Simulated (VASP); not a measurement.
# BN (P6_3/mmc) in VASP: notebook

BN is run at these levels: r2SCAN; tasks: single point.

All numbers are computed with VASP 6.6.1; they aren't measurements. Logs are shortened: lines on timing, memory, paths and dates and some standing lists are left out, and cuts for length are marked.

## Step 1: The cell of the first run

The structure is hexagonal, space group P6_3/mmc (No. 194). The conventional cell has a = 2.501 Å, b = 2.501 Å, c = 6.893 Å, α = 90.00°, β = 90.00°, γ = 120.00°. B (site symmetry -6m2) has 3 N at 1.44 Å within 1.9 Å. Within 1.9 Å of N (site symmetry -6m2) lie 3 B at 1.44 Å.

## Step 2: Single point, r2SCAN

Contents of POSCAR:

```
BN
1.0
    2.5008381595      0.0000000000      0.0000000000
   -1.2504190798      2.1657893769      0.0000000000
    0.0000000000      0.0000000000      6.8931474372
B N
2 2
Direct
    0.3333333333      0.6666666667      0.2500000000
    0.6666666667      0.3333333333      0.7500000000
    0.6666666667      0.3333333333      0.2500000000
    0.3333333333      0.6666666667      0.7500000000
```

Contents of INCAR.step1:

```
PREC = Accurate ; ENCUT = 520
ISMEAR = 0 ; SIGMA = 0.01
LREAL = False ; LASPH = True
NELM = 60 ; NBANDS = 16
GGA = PE ; ALGO = Normal
EDIFF = 1E-4 ; LWAVE = True
LCHARG = False
```

Contents of INCAR.step2:

```
PREC = Accurate ; ENCUT = 520
EDIFF = 1E-7 ; ISMEAR = 0
SIGMA = 0.01 ; LREAL = False
LASPH = True ; NELM = 60
ALGO = Normal ; ISIF = 2
LWAVE = False ; LCHARG = False
METAGGA = R2SCAN ; LMIXTAU = True
NBANDS = 16 ; ISTART = 1
```

Contents of KPOINTS:

```
Automatic mesh
0
Gamma
  9 9 4
```

Potentials or basis: VASP PAW PBE potentials, release 64 (B, N).

The run is started by

```sh
> cat potpaw_PBE.64/B/POTCAR potpaw_PBE.64/N/POTCAR > POTCAR
> cp INCAR.step1 INCAR
> mpirun -np 1 vasp_std > vasp.out
> cp INCAR.step2 INCAR
> mpirun -np 1 vasp_std > vasp.out
```

OUTCAR:

```text
PREC = Accurate
   ENCUT = 520
   EDIFF = 1E-7
   ISMEAR = 0
   LREAL = False
   LASPH = True
   NELM = 60
   ISIF = 2
   METAGGA = R2SCAN
   ISTART = 1

 ion  position               nearest neighbor table
   1  0.333  0.667  0.250-   3 1.44   3 1.44   3 1.44
   2  0.667  0.333  0.750-   4 1.44   4 1.44   4 1.44
   3  0.667  0.333  0.250-   1 1.44   1 1.44   1 1.44
   4  0.333  0.667  0.750-   2 1.44   2 1.44   2 1.44

  LATTYP: Found a hexagonal cell.
 ALAT       =     2.5008381595
 C/A-ratio  =     2.7563348756

  Lattice vectors:

 A1 = (   2.5008381595,   0.0000000000,   0.0000000000)
 A2 = (  -1.2504190798,   2.1657893769,   0.0000000000)
 A3 = (   0.0000000000,   0.0000000000,   6.8931474372)

Analysis of symmetry for initial positions (statically):
=====================================================================
 Subroutine PRICEL returns:
 Original cell was already a primitive cell.

 Routine SETGRP: Setting up the symmetry group for a
 hexagonal supercell.

 Subroutine GETGRP returns: Found 24 space group operations
 (whereof 12 operations were pure point group operations)
 out of a pool of 24 trial point group operations.

The static configuration has the point symmetry D_3d.
 The point group associated with its full space group is D_6h.

Analysis of symmetry for dynamics (positions and initial velocities):
=====================================================================
 Subroutine PRICEL returns:
 Original cell was already a primitive cell.

 Routine SETGRP: Setting up the symmetry group for a
 hexagonal supercell.

 Subroutine GETGRP returns: Found 24 space group operations
 (whereof 12 operations were pure point group operations)
 out of a pool of 24 trial point group operations.

The dynamic configuration has the point symmetry D_3d.
 The point group associated with its full space group is D_6h.

 Subroutine INISYM returns: Found 24 space group operations
 (whereof 12 operations are pure point group operations),
 and found     1 'primitive' translations

----------------------------------------------------------------------------------------

                                     Primitive cell

  volume of cell :      37.3353
[... 85 lines left out ...]
   ISTART =      1    job   : 0-new  1-cont  2-samecut
   ICHARG =      0    charge: 1-file 2-atom 10-const
   ISPIN  =      1    spin polarized calculation?
   LNONCOLLINEAR =      F non collinear calculations
   LSORBIT =      F    spin-orbit coupling
   LASPH  =      T    aspherical Exc in radial PAW
   ENCUT  =  520.0 eV  38.22 Ry    6.18 a.u.   4.65  4.65 12.82*2*pi/ulx,y,z
   NELM   =     60;   NELMIN=  2; NELMDL=  0     # of ELM steps
   EDIFF  = 0.1E-06   stopping-criterion for ELM
   LREAL  =      F    real-space projection
   EDIFFG = 0.1E-05   stopping-criterion for IOM
   NSW    =      0    number of steps for IOM
   IBRION =     -1    ionic relax: 0-MD 1-quasi-New 2-CG
   NFREE  =      0    steps in history (QN), initial steepest desc. (CG)
   ISIF   =      2    stress and relaxation
   ISYM   =      2    0-nonsym 1-usesym 2-fastsym
   POTIM  = 0.5000    time-step for ionic-motion
   TEBEG  =    0.0;   TEEND  =   0.0 temperature during run
   PSTRESS=    0.0 pullay stress
   NELECT =      16.0000    total number of electrons
   NUPDOWN=      -1.0000    fix difference up-down
   EMIN   =  10.00;   EMAX   =-10.00  energy-range for DOS
   EFERMI =   0.00;   METHOD = LEGACY
   ISMEAR =     0;   SIGMA  =   0.01  broadening in eV -4-tet -1-fermi 0-gaus
   EFERMI_NEDOS =   21; number of points for ismear=-14 and -15
   IALGO  =     38    algorithm
   IMIX   =      4    mixing-type and parameters
     AMIX     =   0.40;   BMIX     =  1.00
     AMIX_MAG =   1.60;   BMIX_MAG =  1.00
  volume/ion in A,a.u.               =       9.33        62.99
  Fermi-wavevector in a.u.,A,eV,Ry     =   1.234265  2.332422 20.727248  1.523410
  Thomas-Fermi vector in A             =   2.368962
   LORBIT       =      0    0 simple, 1 ext, 2 COOP (PROOUT), +10 PAW based schemes
   METAGGA = R2SCAN    functional components
   LHFCALC =     F    Hartree Fock is set to
   AEXX    =    0.0000 exact exchange contribution
   IVDW    =     0    specifies the selected vdW correction
   LEPSILON=     F    determine dielectric tensor
   LRPA    =     F    only Hartree local field effects (RPA)
 non-spin polarized calculation
 Gauss-broadening in eV      SIGMA  =   0.01
  energy-cutoff  :      520.00
  volume of cell :       37.34
 maximum number of plane-waves:      1034
 NGX is ok and might be reduce to    20
   NGX =  9   NGY =  9   NGZ = 25

 number of electron      16.0000000 magnetization

 Free energy of the ion-electron system (eV)
  ---------------------------------------------------
  ext. energy  EPLUGINS =         0.00000000
  ---------------------------------------------------
  free energy    TOTEN  =       -38.59614917 eV

  energy without entropy =      -38.59614917  energy(sigma->0) =      -38.59614917

 E-fermi :   1.8492     XC(G=0): -10.4935

 val. band max:        1.7325122769   @ k =   0.3333   0.3333   0.5000
 cond. band min:       6.7966892551   @ k =   0.4444   0.1111   0.0000
 fundamental gap:      5.0641769783
 Fermi energy:         1.8491995292

 k-point     1 :       0.0000    0.0000    0.0000
  band No.  band energies     occupation
      1     -17.0508      2.00000
      2     -16.8340      2.00000
      3      -4.5076      2.00000
      4      -2.6866      2.00000
      5       0.3832      2.00000
      6       0.3832      2.00000
[... 433 lines left out ...]
      3      -6.4830      2.00000
      4      -6.3973      2.00000
      5      -5.7404      2.00000
      6      -5.7404      2.00000
[... 8 lines left out ...]
     15      19.3768      0.00000
     16      20.5142      0.00000

 [... further k-points ...]
[... 5 lines left out ...]
  --------------------------------------------------------------------------------------
  -------------------------------------------------------------------------------------
  Total        0.1696787      0.1696787     -0.0692726     -0.0000000      0.0000000      0.0000000
  in kB        7.2814599      7.2814599     -2.9727121     -0.0000000      0.0000000      0.0000000
  external PRESSURE =       3.8634026 kB  Pullay stress =       0.0000000 kB

 VOLUME and BASIS-vectors are now :
 -----------------------------------------------------------------------------
  energy-cutoff  :      520.00
  volume of cell :       37.34
      direct lattice vectors                 reciprocal lattice vectors
     2.500838160  0.000000000  0.000000000     0.399865939  0.230862708  0.000000000
    -1.250419080  2.165789377  0.000000000     0.000000000  0.461725416  0.000000000
     0.000000000  0.000000000  6.893147437     0.000000000  0.000000000  0.145071610

 POSITION                                       TOTAL-FORCE (eV/Angst)
 -----------------------------------------------------------------------------------
     -0.00000      1.44386      1.72329        -0.000000     -0.000000      0.000000
      1.25042      0.72193      5.16986         0.000000      0.000000      0.000000
      1.25042      0.72193      1.72329         0.000000     -0.000000      0.000000
     -0.00000      1.44386      5.16986        -0.000000      0.000000     -0.000000
 -----------------------------------------------------------------------------------
    total drift:                               -0.000000      0.000000      0.000000

  FREE ENERGIE OF THE ION-ELECTRON SYSTEM (eV)
  ---------------------------------------------------
  free  energy   TOTEN  =       -38.5961491678 eV

  energy  without entropy=      -38.5961491678  energy(sigma->0) =      -38.59614917
```

OSZICAR.step1:

```text
N       E                     dE             d eps       ncg     rms          rms(c)
DAV:   1     0.489124138583E+02    0.48912E+02   -0.79804E+03  1168   0.922E+02
DAV:   2    -0.354790455800E+02   -0.84391E+02   -0.76463E+02  1624   0.217E+02
DAV:   3    -0.387832288323E+02   -0.33042E+01   -0.32918E+01  1424   0.426E+01
DAV:   4    -0.388059979729E+02   -0.22769E-01   -0.22760E-01  1568   0.391E+00
DAV:   5    -0.388062347815E+02   -0.23681E-03   -0.23680E-03  1400   0.379E-01    0.113E+01
DAV:   6    -0.355439687090E+02    0.32623E+01   -0.52929E+00  1472   0.176E+01    0.508E+00
DAV:   7    -0.352529861111E+02    0.29098E+00   -0.58368E-01  1528   0.552E+00    0.317E+00
DAV:   8    -0.351742244662E+02    0.78762E-01   -0.24698E-01  1440   0.331E+00    0.480E-01
DAV:   9    -0.351695509989E+02    0.46735E-02   -0.16080E-02  1352   0.102E+00    0.199E-01
DAV:  10    -0.351706153522E+02   -0.10644E-02   -0.13770E-03  1280   0.286E-01    0.351E-02
DAV:  11    -0.351707348640E+02   -0.11951E-03   -0.10116E-04  1328   0.819E-02    0.247E-02
DAV:  12    -0.351707492821E+02   -0.14418E-04   -0.25935E-05   920   0.398E-02
   1 F= -.35170749E+02 E0= -.35170749E+02  d E =-.177237E-20
```

Run time: 75 s. Hardware: 1 thread of Intel Xeon Platinum 8488C (Sapphire Rapids), shared host; peak memory 0.16 GiB.

What came out:

| Item | Value |
| --- | --- |
| Free energy | -38.5961 eV |
| Pressure | 0.4 GPa |
| Band gap on the k mesh | 5.06 eV, indirect (least direct gap 5.37 eV) |

Caveat: the PAW data sets were made with another functional, which shifts forces and pressure a little. A k mesh can miss the band edges.

## Step 3: Single point, r2SCAN

POSCAR is that of step 2.

Contents of INCAR.step1:

```
SYSTEM = BN
PREC = Accurate
ENCUT = 520
ISMEAR = 1
SIGMA = 0.001
LREAL = .FALSE.
LASPH = .TRUE.
NELM = 80
NBANDS = 16
GGA = PE
ALGO = Normal
EDIFF = 1E-4
LWAVE = .TRUE.
LCHARG = .FALSE.
```

Contents of INCAR.step2:

```
SYSTEM = BN
PREC = Accurate
ENCUT = 520
EDIFF = 1E-7
ISMEAR = 1
SIGMA = 0.001
LREAL = .FALSE.
LASPH = .TRUE.
NELM = 80
ALGO = Normal
ISIF = 2
LWAVE = .FALSE.
LCHARG = .TRUE.
METAGGA = R2SCAN
LMIXTAU = .TRUE.
LELF = .TRUE.
LVHAR = .TRUE.
NBANDS = 16
ISTART = 1
```

Contents of KPOINTS:

```
regular mesh
0
G
  9 9 4
  0 0 0
```

Potentials or basis: VASP PAW PBE potentials, release 64 (B, N).

The run is started by

```sh
> cat potpaw_PBE.64/B/POTCAR potpaw_PBE.64/N/POTCAR > POTCAR
> cp INCAR.step1 INCAR
> mpirun -np 1 vasp_std > vasp.out
> cp INCAR.step2 INCAR
> mpirun -np 1 vasp_std > vasp.out
```

Wall time 74 s (1 thread of Intel Xeon Platinum 8488C (Sapphire Rapids), shared host); peak memory 0.17 GiB.

Results (log left out):

```yaml
Free_energy: -38.5961 eV
Pressure: 0.4 GPa
Band_gap_on_the_k_mesh: 5.06 eV, indirect (least direct gap 5.37 eV)
```

Stress tensor (GPa, compression positive):
```
 0.73  0.00  0.00
 0.00  0.73  0.00
 0.00  0.00 -0.30
```

Levels at points of the mesh, in eV from the valence-band top:
| k point | band 6 | band 7 | band 8 | band 9 | band 10 | band 11 |
| --- | --- | --- | --- | --- | --- | --- |
| (0.00, 0.00, 0.00) | -1.35 | -1.32 | -1.32 | 5.38 | 10.57 | 12.34 |
| (0.00, 0.00, 0.50) | -1.34 | -1.34 | -1.34 | 7.67 | 7.67 | 12.39 |

Caveat: the PAW data sets were made with another functional, which shifts forces and pressure a little.
